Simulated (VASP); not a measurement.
Here is a VASP 6.6.1 calculation.

The input INCAR:

```
SYSTEM = Al
AGGAC    = 1.0          
AGGAX    = 1.0          
ALDAC    = 0.0          
ALDAX    = 1.0          
ALGO     = Normal         ! electronic algorithm
EDIFF    = 1E-6           ! SCF threshold, eV
ENCUT    = 520            ! plane-wave cutoff, eV
GGA      = B5             ! functional
ISIF     = 2              ! what is computed and relaxed
ISMEAR   = -1             ! smearing method
LASPH    = .TRUE.         ! aspherical terms in the spheres
LCHARG   = .FALSE.        ! write CHGCAR
LREAL    = .FALSE.        ! projectors in reciprocal space
LWAVE    = .FALSE.        ! write WAVECAR
NBANDS   = 8              ! bands
NELM     = 60             ! most SCF steps
PREC     = Accurate       ! precision mode
SIGMA    = 0.1            ! smearing width, eV
```

File KPOINTS:

```
k-points
0
G
  22 22 22
  0 0 0
```

The input POSCAR:

```
Al
1.0
    0.0000000000      2.0556305634      2.0556305634
    2.0556305634      0.0000000000      2.0556305634
    2.0556305634      2.0556305634      0.0000000000
Al
1
Direct
    0.0000000000      0.0000000000      0.0000000000
```

Potentials or basis: VASP PAW PBE potentials, release 64 (Al).

Run with:

```sh
$ cat potpaw_PBE.64/Al/POTCAR > POTCAR
$ mpirun -np 1 vasp_std > vasp.out
```

(1) Estimate the pressure.

## Answers

(1) 0.2 GPa.

Caveat: the PAW data sets were made with another functional, which shifts forces and pressure a little.
